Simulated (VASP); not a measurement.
Crystal: Ti.

```
Ti
1.0
     2.86387    0.00000    0.00000
    -1.43193    2.48018    0.00000
     0.00000    0.00000    4.53999
Ti
2
Direct
  0.33333 0.66667 0.25000
  0.66667 0.33333 0.75000
```

Base run:

- Program: VASP 6.6.1
- Functional: LDA
- Potentials or basis: VASP PAW LDA potentials, release 64 (Ti_sv)
- Cutoff: 520 eV
- k mesh: 13 × 13 × 7
- Occupations: fermi-dirac, width 1 eV
- Spin: no spin polarisation

Its results: band gap on the k mesh zero (bands 12 and 13 overlap by 1.20 eV); pressure 17.8 GPa.

**Question.** The run is repeated on the same cell with these changes: occupations from fermi-dirac, width 1 eV to gaussian, width 0.03 eV. What comes out?

**Answer.** Band gap on the k mesh zero (bands 12 and 13 overlap by 1.09 eV); pressure -0.4 GPa.

Caveats: the cell stands under pressure (at least some runs); so wide a smearing shifts energies and pressures (at least some runs).
